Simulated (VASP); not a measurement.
# LiCl (Pm-3m) in VASP: notebook

Runs on LiCl. Level: PBEsol. Tasks: vibrations by perturbation theory.

Everything below comes from runs of VASP 6.6.1. Logs are shortened: lines on timing, memory, paths and dates and some standing lists are left out, and cuts for length are marked.

### Step 1. The cell of the first run

Symmetry: Pm-3m, No. 221, cubic system. Conventional cell: a = 3.175 Å, b = 3.175 Å, c = 3.175 Å, α = 90.00°, β = 90.00°, γ = 90.00°. Within 3.6 Å of Li (site symmetry m-3m) lie 8 Cl at 2.75 Å and 6 Li at 3.18 Å. Cl (site symmetry m-3m) has 8 Li at 2.75 Å and 6 Cl at 3.18 Å within 3.6 Å.

### Step 2. Vibrations by perturbation theory, PBEsol

Contents of INCAR:

```
SYSTEM = LiCl
ALGO = Normal
EDIFF = 1E-8
ENCUT = 520
GGA = PS
IBRION = 8
ISIF = 2
ISMEAR = 0
LASPH = .TRUE.
LCHARG = .FALSE.
LEPSILON = .TRUE.
LREAL = .FALSE.
LWAVE = .FALSE.
NELM = 100
NSW = 1
PREC = Accurate
SIGMA = 0.01
```

Contents of KPOINTS:

```
k-points
0
G
  8 8 8
  0 0 0
```

Contents of POSCAR:

```
LiCl
1.0
    3.1754000000      0.0000000000      0.0000000000
    0.0000000000      3.1754000000      0.0000000000
    0.0000000000      0.0000000000      3.1754000000
Li Cl
1 1
Direct
    0.0000000000      0.0000000000      0.0000000000
    0.5000000000      0.5000000000      0.5000000000
```

Potentials or basis: VASP PAW PBE potentials, release 64 (Li_sv, Cl).

Command:

```console
cat potpaw_PBE.64/Li_sv/POTCAR potpaw_PBE.64/Cl/POTCAR > POTCAR
mpirun -np 1 vasp_std > vasp.out
```

OUTCAR:

```text
SYSTEM = LiCl
   EDIFF = 1E-8
   ENCUT = 520
   GGA = PS
   IBRION = 8
   ISIF = 2
   ISMEAR = 0
   LASPH = .TRUE.
   LEPSILON = .TRUE.
   LREAL = .FALSE.
   NELM = 100
   NSW = 1
   PREC = Accurate

 ion  position               nearest neighbor table
   1  0.000  0.000  0.000-
   2  0.500  0.500  0.500-

  LATTYP: Found a simple cubic cell.
 ALAT       =     3.1754000000

  Lattice vectors:

 A1 = (   3.1754000000,   0.0000000000,   0.0000000000)
 A2 = (   0.0000000000,   3.1754000000,   0.0000000000)
 A3 = (   0.0000000000,   0.0000000000,   3.1754000000)

Analysis of symmetry for initial positions (statically):
=====================================================================
 Subroutine PRICEL returns:
 Original cell was already a primitive cell.

 Routine SETGRP: Setting up the symmetry group for a
 simple cubic supercell.

 Subroutine GETGRP returns: Found 48 space group operations
[... 9 lines left out ...]

 Routine SETGRP: Setting up the symmetry group for a
 simple cubic supercell.

 Subroutine GETGRP returns: Found 48 space group operations
[... 11 lines left out ...]
                                     Primitive cell

  volume of cell :      32.0181

  direct lattice vectors                    reciprocal lattice vectors
     3.175400000  0.000000000  0.000000000     0.314920955  0.000000000  0.000000000
     0.000000000  3.175400000  0.000000000     0.000000000  0.314920955  0.000000000
     0.000000000  0.000000000  3.175400000     0.000000000  0.000000000  0.314920955

  length of vectors
     3.175400000  3.175400000  3.175400000     0.314920955  0.314920955  0.314920955

  position of ions in fractional coordinates (direct lattice)
     0.000000000  0.000000000  0.000000000
     0.500000000  0.500000000  0.500000000

  ion indices of the primitive-cell ions
   primitive index   ion index
                 1           1
                 2           2

----------------------------------------------------------------------------------------

 KPOINTS: k-points

Automatic generation of k-mesh.
 Grid dimensions read from file:
 generate k-points for:    8    8    8

 Generating k-lattice:

  Cartesian coordinates                     Fractional coordinates (reciprocal lattice)
     0.039365119  0.000000000  0.000000000     0.125000000  0.000000000  0.000000000
     0.000000000  0.039365119  0.000000000     0.000000000  0.125000000  0.000000000
     0.000000000  0.000000000  0.039365119     0.000000000  0.000000000  0.125000000

  Length of vectors
     0.039365119  0.039365119  0.039365119

  Shift w.r.t. Gamma in fractional coordinates (k-lattice)
     0.000000000  0.000000000  0.000000000

 Subroutine IBZKPT returns following result:
 ===========================================

 Found     35 irreducible k-points:

 Following reciprocal coordinates:
            Coordinates               Weight
  0.000000  0.000000  0.000000      1.000000
  0.125000  0.000000  0.000000      6.000000
  0.250000  0.000000  0.000000      6.000000
  0.375000  0.000000  0.000000      6.000000
  0.500000  0.000000  0.000000      3.000000
  0.125000  0.125000  0.000000     12.000000
[... 16 lines left out ...]
  0.375000  0.375000  0.125000     24.000000
  0.500000  0.375000  0.125000     24.000000
 [... further k-points ...]
   k-points           NKPTS =     35   k-points in BZ     NKDIM =     35   number of bands    NBANDS=      9
   number of dos      NEDOS =    301   number of ions     NIONS =      2
   total plane-waves  NPLWV =  13824
   dimension x,y,z NGX =    24 NGY =   24 NGZ =   24
   dimension x,y,z NGXF=    48 NGYF=   48 NGZF=   48
   ions per type =               1   1
   NGX,Y,Z   is equivalent  to a cutoff of  12.57, 12.57, 12.57 a.u.
[... 360 lines left out ...]

 VOLUME and BASIS-vectors are now :
 -----------------------------------------------------------------------------
  energy-cutoff  :      520.00
  volume of cell :       32.02
      direct lattice vectors                 reciprocal lattice vectors
     3.175400000  0.000000000  0.000000000     0.314920955  0.000000000  0.000000000
     0.000000000  3.175400000  0.000000000     0.000000000  0.314920955  0.000000000
     0.000000000  0.000000000  3.175400000     0.000000000  0.000000000  0.314920955

 POSITION                                       TOTAL-FORCE (eV/Angst)
 -----------------------------------------------------------------------------------
      0.00000      0.00000      0.00000         0.000000      0.000000      0.000000
      1.58770      1.58770      1.58770         0.000000      0.000000      0.000000
 -----------------------------------------------------------------------------------
    total drift:                                0.000000     -0.000000     -0.000000

  FREE ENERGIE OF THE ION-ELECTRON SYSTEM (eV)
  ---------------------------------------------------
  free  energy   TOTEN  =        -7.0904682867 eV

  energy  without entropy=       -7.0904682867  energy(sigma->0) =       -7.09046829

 HEAD OF MICROSCOPIC STATIC DIELECTRIC TENSOR (INDEPENDENT PARTICLE, excluding Hartree and local field effects)
 ------------------------------------------------------
           3.678189    -0.000000    -0.000000
           0.000000     3.678189     0.000000
           0.000000    -0.000000     3.678189
 ------------------------------------------------------

 Free energy of the ion-electron system (eV)
  ---------------------------------------------------
  ---------------------------------------------------
  free energy    TOTEN  =        -0.22528413 eV

  energy without entropy =       -0.22528413

------------------------ aborting loop because EDIFF is reached ----------------------------------------

--------------------------------------- Ionic step        2  -------------------------------------------

------------------------ aborting loop because EDIFF is reached ----------------------------------------

--------------------------------------- Ionic step        3  -------------------------------------------

------------------------ aborting loop because EDIFF is reached ----------------------------------------

 PIEZOELECTRIC TENSOR FIELD DIRECTION 3  (e Angst)
 -----------------------------------------------------------------------------
    -0.00044  0.00000 -0.00000           ( -0.00000  0.00000  0.00000)
     0.00000 -0.00044  0.00000           (  0.00000 -0.00000  0.00000)
     0.00000  0.00000  0.00061           (  0.00000  0.00000  0.00001)

 PIEZOELECTRIC TENSOR FIELD DIRECTION 3  (C/m^2)
 -----------------------------------------------------------------------------
    -0.00022  0.00000 -0.00000
     0.00000 -0.00022  0.00000
     0.00000  0.00000  0.00031

--------------------------------------- Ionic step        4  -------------------------------------------

------------------------ aborting loop because EDIFF is reached ----------------------------------------

[... ionic steps 5 to 6 ...]

--------------------------------------- Ionic step        7  -------------------------------------------

 Free energy of the ion-electron system (eV)
  ---------------------------------------------------
  ---------------------------------------------------
  free energy    TOTEN  =        -0.18729856 eV

  energy without entropy =       -0.18729856

------------------------ aborting loop because EDIFF is reached ----------------------------------------

 INTERNAL STRAIN TENSOR  FOR ION    2  DIRECTION 1   (eV/Angst):
 -----------------------------------------------------------------------------
    -0.00116 -0.00000  0.00000
    -0.00000  0.00675  0.00000
    -0.00000  0.00000  0.00675

 MACROSCOPIC STATIC DIELECTRIC TENSOR (including local field effects in DFT)
 ------------------------------------------------------
           3.293597     0.000000    -0.000000
           0.000000     3.293597     0.000000
          -0.000000     0.000000     3.293597
 ------------------------------------------------------

 PIEZOELECTRIC TENSOR (including local field effects)  for field in x, y, z        (e  Angst)
          XX          YY          ZZ          XY          YZ          ZX
  --------------------------------------------------------------------------------
  x     0.00000     0.00000     0.00000     0.00000     0.00000     0.00000
  y     0.00000     0.00000     0.00000     0.00000     0.00000     0.00000
  z     0.00000     0.00000     0.00000     0.00000     0.00000     0.00000

 PIEZOELECTRIC TENSOR (including local field effects)  for field in x, y, z        (C/m^2)
          XX          YY          ZZ          XY          YZ          ZX
  --------------------------------------------------------------------------------
  x     0.00000     0.00000     0.00000     0.00000     0.00000     0.00000
  y     0.00000     0.00000     0.00000     0.00000     0.00000     0.00000
  z     0.00000     0.00000     0.00000     0.00000     0.00000     0.00000

 BORN EFFECTIVE CHARGES (including local field effects) (in |e|, cummulative output)
 ---------------------------------------------------------------------------------
 ion    1
    1     1.28512    -0.00000    -0.00000
    2     0.00000     1.28512    -0.00000
    3     0.00000     0.00000     1.28512
 ion    2
    1    -1.28512     0.00000     0.00000
    2    -0.00000    -1.28512     0.00000
    3    -0.00000    -0.00000    -1.28512

 INTERNAL STRAIN TENSOR FOR ION    2 for displacements in x,y,z  (eV/Angst):
          X           Y           Z          XY          YZ          ZX
  --------------------------------------------------------------------------------
  x     0.00000     0.00000     0.00000     0.00000     0.00000     0.00000
  y     0.00000     0.00000     0.00000     0.00000     0.00000     0.00000
  z     0.00000     0.00000     0.00000     0.00000     0.00000     0.00000

 SECOND DERIVATIVES (NOT SYMMETRIZED)
 ------------------------------------
               1X          1Y          1Z          2X          2Y          2Z
  1X     0.205082    0.000000    0.000000   -0.205082   -0.000000   -0.000000
  1Y     0.000000    0.205082    0.000000   -0.000000   -0.205082   -0.000000
  1Z     0.000000   -0.000000    0.205082   -0.000000    0.000000   -0.205082
  2X    -0.205546   -0.000000    0.000000    0.205546    0.000000   -0.000000
  2Y     0.000000   -0.205546    0.000000   -0.000000    0.205546   -0.000000
  2Z    -0.000000   -0.000000   -0.205546    0.000000    0.000000    0.205546

 Eigenvectors and eigenvalues of the dynamical matrix
 ----------------------------------------------------

   1 f  =    0.001231 THz     0.007732 2PiTHz    0.041047 cm-1     0.005089 meV
             X         Y         Z           dx          dy          dz
      0.000000  0.000000  0.000000    -0.406691    0.000000    0.000000
      1.587700  1.587700  1.587700    -0.913566    0.000000    0.000000
[... 21 lines left out ...]
   6 f/i=    2.926950 THz    18.390567 2PiTHz   97.632533 cm-1    12.104886 meV
             X         Y         Z           dx          dy          dz
      0.000000  0.000000  0.000000     0.913566    0.000000   -0.000000
      1.587700  1.587700  1.587700    -0.406691   -0.000000    0.000000

--------------------------------------------------------------------------------------------------------

 MACROSCOPIC STATIC DIELECTRIC TENSOR IONIC CONTRIBUTION
 ------------------------------------------------------
           0.000000     0.000000     0.000000
           0.000000     0.000000     0.000000
           0.000000     0.000000     0.000000
 ------------------------------------------------------

 ELASTIC MODULI CONTR FROM IONIC RELAXATION (kBar)
 Direction    XX          YY          ZZ          XY          YZ          ZX
 --------------------------------------------------------------------------------
 XX           0.0000      0.0000      0.0000      0.0000      0.0000      0.0000
 YY           0.0000      0.0000      0.0000      0.0000      0.0000      0.0000
 ZZ           0.0000      0.0000      0.0000      0.0000      0.0000      0.0000
 XY           0.0000      0.0000      0.0000      0.0000      0.0000      0.0000
 YZ           0.0000      0.0000      0.0000      0.0000      0.0000      0.0000
 ZX           0.0000      0.0000      0.0000      0.0000      0.0000      0.0000
 --------------------------------------------------------------------------------

 PIEZOELECTRIC TENSOR IONIC CONTR  for field in x, y, z        (C/m^2)
          XX          YY          ZZ          XY          YZ          ZX
  --------------------------------------------------------------------------------
  x     0.00000     0.00000     0.00000     0.00000     0.00000     0.00000
  y     0.00000     0.00000     0.00000     0.00000     0.00000     0.00000
  z     0.00000     0.00000     0.00000     0.00000     0.00000     0.00000
```

It took 8 min on 1 thread of AMD EPYC 7R13, shared host; peak memory 0.16 GiB.

Results:

```
Electronic dielectric tensor (diagonal)                 : 3.29
Born charges (mean of the diagonal)                     : Li +1.29; Cl -1.29 e
Highest phonon frequency at Γ, LO-TO splitting left out : 0 cm⁻¹
Most unstable mode                                      : 98i cm⁻¹
```

Phonon frequencies in cm⁻¹ (negative: imaginary):
| q point | frequencies |
| --- | --- |
| (0.000, 0.000, 0.000) | -98 -98 -98 0 0 0 |

Electronic dielectric tensor:
```
3.29 0.00 0.00
0.00 3.29 0.00
0.00 0.00 3.29
```

Born effective charge tensors (e):
atom 1, Li
```
1.29 0.00 0.00
0.00 1.29 0.00
0.00 0.00 1.29
```
atom 2, Cl
```
-1.29  0.00  0.00
 0.00 -1.29  0.00
 0.00  0.00 -1.29
```

Caveat: the cell wasn't relaxed at this level first, which shifts response properties; the cutoff is under 1.25 times the usual one of these potentials, so pressure, stress and relaxed cells hold a basis-set (Pulay) error; some modes are imaginary; the PAW data sets were made with another functional, which shifts forces and pressure a little.

### Step 3. Vibrations by perturbation theory, PBEsol

This run uses another cell than the first one, of 16.89 Å³/atom, 1.055 times its volume.

Contents of INCAR:

```
ALGO     = Normal         # electronic algorithm
EDIFF    = 1E-8           # SCF threshold, eV
ENCUT    = 520            # plane-wave cutoff, eV
GGA      = PS             # functional
IBRION   = 8              # ionic algorithm
ISIF     = 2              # what is computed and relaxed
ISMEAR   = 0              # smearing method
LASPH    = True           # aspherical terms in the spheres
LCHARG   = False          # write CHGCAR
LEPSILON = True           # dielectric tensor by DFPT
LREAL    = False          # projectors in reciprocal space
LWAVE    = False          # write WAVECAR
NELM     = 60             # most SCF steps
NSW      = 1              # ionic steps
PREC     = Accurate       # precision mode
SIGMA    = 0.01           # smearing width, eV
```

Contents of KPOINTS:

```
k-points
0
Gamma
  8 8 8
```

Contents of POSCAR:

```
LiCl
1.0
    3.2324000000      0.0000000000      0.0000000000
    0.0000000000      3.2324000000      0.0000000000
    0.0000000000      0.0000000000      3.2324000000
Li Cl
1 1
Direct
    0.0000000000      0.0000000000      0.0000000000
    0.5000000000      0.5000000000      0.5000000000
```

Potentials or basis: VASP PAW PBE potentials, release 64 (Li_sv, Cl).

Command:

```console
cat potpaw_PBE.64/Li_sv/POTCAR potpaw_PBE.64/Cl/POTCAR > POTCAR
mpirun -np 1 vasp_std > vasp.out
```

OUTCAR:

```text
EDIFF = 1E-8
   ENCUT = 520
   GGA = PS
   IBRION = 8
   ISIF = 2
   ISMEAR = 0
   LASPH = True
   LEPSILON = True
   LREAL = False
   NELM = 60
   NSW = 1
   PREC = Accurate

 ion  position               nearest neighbor table
   1  0.000  0.000  0.000-
   2  0.500  0.500  0.500-

  LATTYP: Found a simple cubic cell.
 ALAT       =     3.2324000000

  Lattice vectors:

 A1 = (   3.2324000000,   0.0000000000,   0.0000000000)
 A2 = (   0.0000000000,   3.2324000000,   0.0000000000)
 A3 = (   0.0000000000,   0.0000000000,   3.2324000000)

Analysis of symmetry for initial positions (statically):
=====================================================================
 Subroutine PRICEL returns:
 Original cell was already a primitive cell.

 Routine SETGRP: Setting up the symmetry group for a
[... 587 lines left out ...]
  z     0.00000     0.00000     0.00000     0.00000     0.00000     0.00000

 SECOND DERIVATIVES (NOT SYMMETRIZED)
 ------------------------------------
               1X          1Y          1Z          2X          2Y          2Z
  1X     0.373909   -0.000000   -0.000000   -0.373909    0.000000    0.000000
  1Y     0.000000    0.373909   -0.000000   -0.000000   -0.373909    0.000000
  1Z    -0.000000    0.000000    0.373909    0.000000   -0.000000   -0.373909
  2X    -0.351053    0.000000   -0.000000    0.351053   -0.000000    0.000000
  2Y     0.000000   -0.351053   -0.000000   -0.000000    0.351053    0.000000
  2Z    -0.000000    0.000000   -0.351053    0.000000   -0.000000    0.351053

 Eigenvectors and eigenvalues of the dynamical matrix
 ----------------------------------------------------

   1 f  =    0.045062 THz     0.283130 2PiTHz    1.503093 cm-1     0.186360 meV
             X         Y         Z           dx          dy          dz
      0.000000  0.000000  0.000000    -0.000000    0.000000   -0.395808
      1.616200  1.616200  1.616200     0.000000    0.000000   -0.918333
[... 21 lines left out ...]
   6 f/i=    3.931691 THz    24.703546 2PiTHz  131.147109 cm-1    16.260162 meV
             X         Y         Z           dx          dy          dz
      0.000000  0.000000  0.000000     0.000000    0.918333    0.000000
      1.616200  1.616200  1.616200     0.000000   -0.395808    0.000000

--------------------------------------------------------------------------------------------------------

 MACROSCOPIC STATIC DIELECTRIC TENSOR IONIC CONTRIBUTION
 ------------------------------------------------------
           0.000000     0.000000     0.000000
           0.000000     0.000000     0.000000
           0.000000     0.000000     0.000000
 ------------------------------------------------------

 ELASTIC MODULI CONTR FROM IONIC RELAXATION (kBar)
 Direction    XX          YY          ZZ          XY          YZ          ZX
 --------------------------------------------------------------------------------
 XX           0.0000      0.0000      0.0000      0.0000      0.0000      0.0000
 YY           0.0000      0.0000      0.0000      0.0000      0.0000      0.0000
 ZZ           0.0000      0.0000      0.0000      0.0000      0.0000      0.0000
 XY           0.0000      0.0000      0.0000      0.0000      0.0000      0.0000
 YZ           0.0000      0.0000      0.0000      0.0000      0.0000      0.0000
 ZX           0.0000      0.0000      0.0000      0.0000      0.0000      0.0000
 --------------------------------------------------------------------------------

 PIEZOELECTRIC TENSOR IONIC CONTR  for field in x, y, z        (C/m^2)
          XX          YY          ZZ          XY          YZ          ZX
  --------------------------------------------------------------------------------
  x     0.00000     0.00000     0.00000     0.00000     0.00000     0.00000
  y     0.00000     0.00000     0.00000     0.00000     0.00000     0.00000
  z     0.00000     0.00000     0.00000     0.00000     0.00000     0.00000
```

Run time: 7.1 min. Hardware: 1 thread of AMD EPYC 7R13, shared host; peak memory 0.16 GiB.

Results:

```yaml
Electronic_dielectric_tensor_diagonal: 3.22
Born_charges_mean_of_the_diagonal: Li +1.29; Cl -1.29 e
Highest_phonon_frequency_at_Γ_LO-TO_splitting_left_out: 2 cm⁻¹
Most_unstable_mode: 131i cm⁻¹
```

Phonon frequencies in cm⁻¹ (negative: imaginary):
| q point | frequencies |
| --- | --- |
| (0.000, 0.000, 0.000) | -131 -131 -131 2 2 2 |

Electronic dielectric tensor:
```
3.22 0.00 0.00
0.00 3.22 0.00
0.00 0.00 3.22
```

Born effective charge tensors (e):
atom 1, Li
```
1.29 0.00 0.00
0.00 1.29 0.00
0.00 0.00 1.29
```
atom 2, Cl
```
-1.29  0.00  0.00
 0.00 -1.29  0.00
 0.00  0.00 -1.29
```

Caveat: the cutoff is under 1.25 times the usual one of these potentials, so pressure, stress and relaxed cells hold a basis-set (Pulay) error; some modes are imaginary; the PAW data sets were made with another functional, which shifts forces and pressure a little.
